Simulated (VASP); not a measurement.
# LiBe16 (a cell with a defect): single point with PBE

LiBe16 (a cell with a defect):

```
CELL_PARAMETERS angstrom
-2.29000 -3.96640 0.00000
3.43500 -1.98320 0.00000
0.00000 0.00000 7.17686
ATOMIC_POSITIONS crystal
Be 0.73871 0.37387 0.97899
Be 0.51490 0.25031 0.23064
Be 0.75887 0.46437 0.51205
Be 0.48062 0.38315 0.75434
Be 0.52613 0.87326 0.00587
Be 0.28502 0.81625 0.28037
Be 0.50021 0.98727 0.51026
Be 0.28967 0.81014 0.74378
Be 0.15940 0.55535 0.00800
Be 0.99001 0.37532 0.24435
Be 0.26011 0.54310 0.49867
Be 0.00948 0.31313 0.73117
Be 0.16557 0.09192 0.94598
Be 0.67319 0.73919 0.30179
Be 0.97581 0.01036 0.47942
Be 0.76402 0.87016 0.80505
Li 0.91659 0.93286 0.11366
```

```
Program                : VASP 6.6.1
Task                   : single point
Functional             : PBE
Potentials or basis    : VASP PAW PBE potentials, release 64 (Be, Li_sv)
Cutoff                 : 520 eV
k mesh                 : 3 × 3 × 2
Occupations            : fermi-dirac, width 0.15 eV
Spin                   : no spin polarisation
Dipole correction      : no
Further INCAR settings : LREAL = Auto; ALGO = Normal; EDIFF = 1e-07; NBANDS = 32
```

| Item | Value |
| --- | --- |
| Largest force | 3.087 eV/Å |

Forces in eV/Å, atoms in the order of the input:
```
Be  -0.170 -0.565  0.563
Be   0.315 -0.110  0.660
Be   0.345  0.098  0.349
Be  -1.655  0.715 -0.208
Be   0.301  1.703  2.052
Be   1.602  1.643 -2.065
Be   0.414 -0.322  0.750
Be   1.850  0.778 -0.084
Be   0.182 -1.518 -1.153
Be   0.080 -0.556  0.913
Be  -1.571  0.959  0.471
Be   0.707 -0.613 -0.510
Be   0.321 -0.722 -0.425
Be  -0.376 -0.839 -0.219
Be  -0.875 -0.270  0.137
Be  -1.204 -1.232 -2.140
Li  -0.263  0.850  0.910
```

Levels at points of the mesh, in eV from the Fermi level:
| k point | band 13 | band 14 | band 15 | band 16 | band 17 | band 18 | band 19 | band 20 | band 21 | band 22 |
| --- | --- | --- | --- | --- | --- | --- | --- | --- | --- | --- |
| (0.00, 0.00, 0.00) | -3.39 | -3.20 | -2.58 | -1.22 | -0.28 | 0.06 | 0.74 | 1.08 | 1.35 | 1.79 |
| (0.00, 0.00, 0.50) | -3.18 | -2.07 | -1.90 | -1.07 | -0.83 | -0.50 | 0.89 | 1.42 | 1.73 | 1.97 |

Run time: 41 s on 1 thread of Intel(R) Xeon(R) Platinum 8488C (Sapphire Rapids), with other jobs on the host, peak memory 0.23 GiB.

Caveat: the k points lie up to 0.53 Å⁻¹ apart.
